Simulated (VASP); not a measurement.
# Mg2NCl (R-3m) in VASP: a series of runs, part 2 of 3

VASP 6.6.1. Earlier steps stand in the parts before.

## Step 3: Single point, PBEsol+D4

INCAR

```
SYSTEM = Mg2NCl
ALGO = Normal
EDIFF = 1E-6
ENCUT = 520
GGA = PS
ISIF = 2
ISMEAR = 0
IVDW = 13
LASPH = .TRUE.
LCHARG = .TRUE.
LELF = .TRUE.
LREAL = .FALSE.
LVHAR = .TRUE.
LWAVE = .FALSE.
NBANDS = 16
NELM = 60
PREC = Accurate
SIGMA = 0.01
```

KPOINTS

```
k-points
0
G
  6 6 6
  0 0 0
```

POSCAR

```
Mg2NCl
1.0
    1.6466125277      0.9506721861      5.9379615109
   -1.6466125277      0.9506721861      5.9379615109
    0.0000000000     -1.9013443722      5.9379615109
Mg N Cl
2 1 1
Direct
    0.2229104120      0.2229104120      0.2229104120
    0.7770895880      0.7770895880      0.7770895880
    0.5000000000      0.5000000000      0.5000000000
    0.0000000000      0.0000000000      0.0000000000
```

Potentials or basis: VASP PAW PBE potentials, release 64 (Mg, N, Cl).

The run is started by

```sh
cat potpaw_PBE.64/Mg/POTCAR potpaw_PBE.64/N/POTCAR potpaw_PBE.64/Cl/POTCAR > POTCAR
mpirun -np 1 vasp_std > vasp.out
```

OUTCAR:

```text
SYSTEM = Mg2NCl
   EDIFF = 1E-6
   ENCUT = 520
   GGA = PS
   ISIF = 2
   ISMEAR = 0
   IVDW = 13
   LASPH = .TRUE.
   LREAL = .FALSE.
   NELM = 60
   PREC = Accurate

 ion  position               nearest neighbor table
   1  0.223  0.223  0.223-   3 2.15   3 2.15   3 2.15   4 2.74   4 2.74   4 2.74   2 2.76   2 2.76
                             2 2.76
   2  0.777  0.777  0.777-   3 2.15   3 2.15   3 2.15   4 2.74   4 2.74   4 2.74   1 2.76   1 2.76
                             1 2.76
   3  0.500  0.500  0.500-   1 2.15   2 2.15   1 2.15   1 2.15   2 2.15   2 2.15
   4  0.000  0.000  0.000-   2 2.74   1 2.74   2 2.74   2 2.74   1 2.74   1 2.74

  LATTYP: Found a trigonal (rhomboedric) cell.
 ALAT       =     6.2349416458
 COS(alpha) =     0.8605084051

  Lattice vectors:

 A1 = (   1.6466125277,   0.9506721861,   5.9379615109)
 A2 = (  -1.6466125277,   0.9506721861,   5.9379615109)
 A3 = (   0.0000000000,  -1.9013443722,   5.9379615109)

Analysis of symmetry for initial positions (statically):
=====================================================================
 Subroutine PRICEL returns:
 Original cell was already a primitive cell.

 Routine SETGRP: Setting up the symmetry group for a
 trigonal (rhombohedral) supercell.

 Subroutine GETGRP returns: Found 12 space group operations
 (whereof 12 operations were pure point group operations)
 out of a pool of 12 trial point group operations.

The static configuration has the point symmetry D_3d.

Analysis of symmetry for dynamics (positions and initial velocities):
=====================================================================
 Subroutine PRICEL returns:
 Original cell was already a primitive cell.

 Routine SETGRP: Setting up the symmetry group for a
 trigonal (rhombohedral) supercell.

 Subroutine GETGRP returns: Found 12 space group operations
 (whereof 12 operations were pure point group operations)
 out of a pool of 12 trial point group operations.

The dynamic configuration has the point symmetry D_3d.

 Subroutine INISYM returns: Found 12 space group operations
 (whereof 12 operations are pure point group operations),
 and found     1 'primitive' translations

----------------------------------------------------------------------------------------

                                     Primitive cell

  volume of cell :      55.7713

  direct lattice vectors                    reciprocal lattice vectors
     1.646612528  0.950672186  5.937961511     0.303653708  0.175314550  0.056135988
    -1.646612528  0.950672186  5.937961511    -0.303653708  0.175314550  0.056135988
     0.000000000 -1.901344372  5.937961511     0.000000000 -0.350629100  0.056135988

  length of vectors
     6.234941646  6.234941646  6.234941646     0.355094375  0.355094375  0.355094375

  position of ions in fractional coordinates (direct lattice)
     0.222910412  0.222910412  0.222910412
     0.777089588  0.777089588  0.777089588
     0.500000000  0.500000000  0.500000000
     0.000000000  0.000000000  0.000000000

  ion indices of the primitive-cell ions
   primitive index   ion index
                 1           1
                 2           2
                 3           3
                 4           4

[... 30 lines left out ...]
  0.333333  0.000000 -0.000000      6.000000
  0.500000  0.000000 -0.000000      3.000000
  0.166667  0.166667 -0.000000      6.000000
  0.333333  0.166667 -0.000000     12.000000
[... 16 lines left out ...]
  0.500000  0.500000  0.166667      6.000000
 -0.333333  0.500000  0.166667     12.000000
 [... further k-points ...]
   k-points           NKPTS =     32   k-points in BZ     NKDIM =     32   number of bands    NBANDS=     16
   number of dos      NEDOS =    301   number of ions     NIONS =      4
   total plane-waves  NPLWV = 110592
   dimension x,y,z NGX =    48 NGY =   48 NGZ =   48
   dimension x,y,z NGXF=    96 NGYF=   96 NGZF=   96
   ions per type =               2   1   1
   NGX,Y,Z   is equivalent  to a cutoff of  12.80, 12.80, 12.80 a.u.
   NGXF,Y,Z  is equivalent  to a cutoff of  25.60, 25.60, 25.60 a.u.
 SYSTEM =  Mg2NCl
   PREC   = accura    normal or accurate (medium, high low for compatibility)
   ISTART =      0    job   : 0-new  1-cont  2-samecut
   ICHARG =      2    charge: 1-file 2-atom 10-const
   ISPIN  =      1    spin polarized calculation?
   LNONCOLLINEAR =      F non collinear calculations
   LSORBIT =      F    spin-orbit coupling
   LASPH  =      T    aspherical Exc in radial PAW
   ENCUT  =  520.0 eV  38.22 Ry    6.18 a.u.  11.59 11.59 11.59*2*pi/ulx,y,z
   NELM   =     60;   NELMIN=  2; NELMDL= -5     # of ELM steps
   EDIFF  = 0.1E-05   stopping-criterion for ELM
   LREAL  =      F    real-space projection
   EDIFFG = 0.1E-04   stopping-criterion for IOM
   NSW    =      0    number of steps for IOM
   IBRION =     -1    ionic relax: 0-MD 1-quasi-New 2-CG
   NFREE  =      0    steps in history (QN), initial steepest desc. (CG)
   ISIF   =      2    stress and relaxation
   ISYM   =      2    0-nonsym 1-usesym 2-fastsym
   POTIM  = 0.5000    time-step for ionic-motion
   TEBEG  =    0.0;   TEEND  =   0.0 temperature during run
   PSTRESS=    0.0 pullay stress
   NELECT =      16.0000    total number of electrons
   NUPDOWN=      -1.0000    fix difference up-down
   EMIN   =  10.00;   EMAX   =-10.00  energy-range for DOS
   EFERMI =   0.00;   METHOD = LEGACY
   ISMEAR =     0;   SIGMA  =   0.01  broadening in eV -4-tet -1-fermi 0-gaus
   EFERMI_NEDOS =   21; number of points for ismear=-14 and -15
   IALGO  =     38    algorithm
   IMIX   =      4    mixing-type and parameters
     AMIX     =   0.40;   BMIX     =  1.00
     AMIX_MAG =   1.60;   BMIX_MAG =  1.00
  volume/ion in A,a.u.               =      13.94        94.09
  Fermi-wavevector in a.u.,A,eV,Ry     =   1.079720  2.040375 15.861613  1.165796
  Thomas-Fermi vector in A             =   2.215693
   LORBIT       =      0    0 simple, 1 ext, 2 COOP (PROOUT), +10 PAW based schemes
   GGA     = PS    functional components
   LHFCALC =     F    Hartree Fock is set to
   AEXX    =    0.0000 exact exchange contribution
   IVDW    =    13    specifies the selected vdW correction
   LEPSILON=     F    determine dielectric tensor
   LRPA    =     F    only Hartree local field effects (RPA)
 non-spin polarized calculation
 Gauss-broadening in eV      SIGMA  =   0.01
  energy-cutoff  :      520.00
  volume of cell :       55.77
 maximum number of plane-waves:      1520
 NGX is ok and might be reduce to    48
   NGX = 23   NGY = 23   NGZ = 23

 number of electron      15.9999999 magnetization

 Free energy of the ion-electron system (eV)
  ---------------------------------------------------
  ext. energy  EPLUGINS =         0.00000000
  ---------------------------------------------------
  free energy    TOTEN  =       -18.95107063 eV

  energy without entropy =      -18.95107063  energy(sigma->0) =      -18.95107063

 E-fermi :   4.2223     XC(G=0): -10.2226

 val. band max:        4.1642878477   @ k =   0.0000   0.0000   0.0000
 cond. band min:       6.5008477019   @ k =   0.0000   0.0000   0.0000
 fundamental gap:      2.3365598542
 Fermi energy:         4.2223087892

 k-point     1 :       0.0000    0.0000    0.0000
  band No.  band energies     occupation
      1     -12.4543      2.00000
      2      -8.5981      2.00000
      3      -2.2767      2.00000
      4       1.8062      2.00000
      5       1.8062      2.00000
      6       3.1622      2.00000
[... 433 lines left out ...]
      3      -1.7870      2.00000
      4      -0.9411      2.00000
      5       0.1970      2.00000
      6       1.3653      2.00000
[... 8 lines left out ...]
     15      14.9148      0.00000
     16      16.9620      0.00000

 [... further k-points ...]

------------------------ aborting loop because EDIFF is reached ----------------------------------------

  DFT-D4 for vdW energy calculation

  Edisp (eV):   -0.41366

  FORCE on cell =-STRESS in cart. coord.  units (eV):
  Direction    XX          YY          ZZ          XY          YZ          ZX
  --------------------------------------------------------------------------------------
  -------------------------------------------------------------------------------------
  Total      -0.65561    -0.65561    -0.55801    -0.00000     0.00000     0.00000
  in kB     -18.83424   -18.83424   -16.03030    -0.00000     0.00000     0.00000
  external pressure =      -17.90 kB  Pullay stress =        0.00 kB

 VOLUME and BASIS-vectors are now :
 -----------------------------------------------------------------------------
  energy-cutoff  :      520.00
  volume of cell :       55.77
      direct lattice vectors                 reciprocal lattice vectors
     1.646612528  0.950672186  5.937961511     0.303653708  0.175314550  0.056135988
    -1.646612528  0.950672186  5.937961511    -0.303653708  0.175314550  0.056135988
     0.000000000 -1.901344372  5.937961511     0.000000000 -0.350629100  0.056135988

 POSITION                                       TOTAL-FORCE (eV/Angst)
 -----------------------------------------------------------------------------------
      0.00000      0.00000      3.97090         0.000000     -0.000000      0.013137
      0.00000      0.00000     13.84298         0.000000      0.000000     -0.013137
      0.00000      0.00000      8.90694         0.000000      0.000000      0.000000
      0.00000      0.00000      0.00000         0.000000     -0.000000     -0.000000
 -----------------------------------------------------------------------------------
    total drift:                                0.000000      0.000000     -0.000000

  FREE ENERGIE OF THE ION-ELECTRON SYSTEM (eV)
  ---------------------------------------------------
  free  energy   TOTEN  =       -19.3647353935 eV

  energy  without entropy=      -19.3647353935  energy(sigma->0) =      -19.36473539
```

OSZICAR:

```text
N       E                     dE             d eps       ncg     rms          rms(c)
DAV:   1     0.521669123391E+02    0.52167E+02   -0.65485E+03  1024   0.842E+02
DAV:   2    -0.180335759260E+02   -0.70200E+02   -0.63255E+02  1448   0.160E+02
DAV:   3    -0.224650711898E+02   -0.44315E+01   -0.44088E+01  1312   0.416E+01
DAV:   4    -0.224922175864E+02   -0.27146E-01   -0.27143E-01  1248   0.384E+00
DAV:   5    -0.224924738984E+02   -0.25631E-03   -0.25629E-03  1384   0.371E-01    0.925E+00
DAV:   6    -0.191251432581E+02    0.33673E+01   -0.69078E+00  1360   0.212E+01    0.385E+00
DAV:   7    -0.190827673323E+02    0.42376E-01   -0.10429E+00  1208   0.571E+00    0.295E+00
DAV:   8    -0.189888592182E+02    0.93908E-01   -0.52851E-01  1424   0.460E+00    0.167E+00
DAV:   9    -0.189510910449E+02    0.37768E-01   -0.14086E-01  1288   0.218E+00    0.414E-01
DAV:  10    -0.189515553608E+02   -0.46432E-03   -0.76104E-03  1224   0.567E-01    0.185E-01
DAV:  11    -0.189510804526E+02    0.47491E-03   -0.73622E-04  1424   0.240E-01    0.590E-02
DAV:  12    -0.189510784145E+02    0.20381E-05   -0.70730E-05  1144   0.583E-02    0.238E-02
DAV:  13    -0.189510707534E+02    0.76611E-05   -0.27400E-05  1352   0.301E-02    0.416E-03
DAV:  14    -0.189510706340E+02    0.11936E-06   -0.16229E-06  1104   0.915E-03
   1 F= -.19364735E+02 E0= -.19364735E+02  d E =-.125282E-18
```

stdout:

```text
POSCAR found type information on POSCAR MgN Cl
 POSCAR found :  3 types and       4 ions
 scaLAPACK will be used
 -----------------------------------------------------------------------------
|                                                                             |
|                                                                             |
|     You enforced a specific xc type in the INCAR file but a different       |
|     I HOPE YOU KNOW WHAT YOU ARE DOING!                                     |
|                                                                             |
 -----------------------------------------------------------------------------

 LDA part: xc-table for (Slater+PW92), standard interpolation
 POSCAR, INCAR and KPOINTS ok, starting setup
 FFT: planning ... GRIDC
 FFT: planning ... GRID_SOFT
 FFT: planning ... GRID
 WAVECAR not read
 entering main loop
```

Wall time 98 s (1 thread of AMD EPYC 7R43 (Zen 3), shared host); peak memory 0.29 GiB.

What came out:

```yaml
Free_energy: -19.3647 eV
Pressure: -1.8 GPa
Largest_force: 0.013 eV/Å
Band_gap_on_the_k_mesh: 2.34 eV
Dispersion_energy_per_atom: -0.103 eV
```

Forces on the atoms (eV/Å):
```
Mg   0.000  0.000  0.013
Mg   0.000  0.000 -0.013
N    0.000  0.000  0.000
Cl   0.000  0.000  0.000
```

Stress tensor (GPa, compression positive):
```
-1.88  0.00  0.00
 0.00 -1.88  0.00
 0.00  0.00 -1.60
```

Caveat: the PAW data sets were made with another functional, which shifts forces and pressure a little.

(Continued in part 3 of 3.)
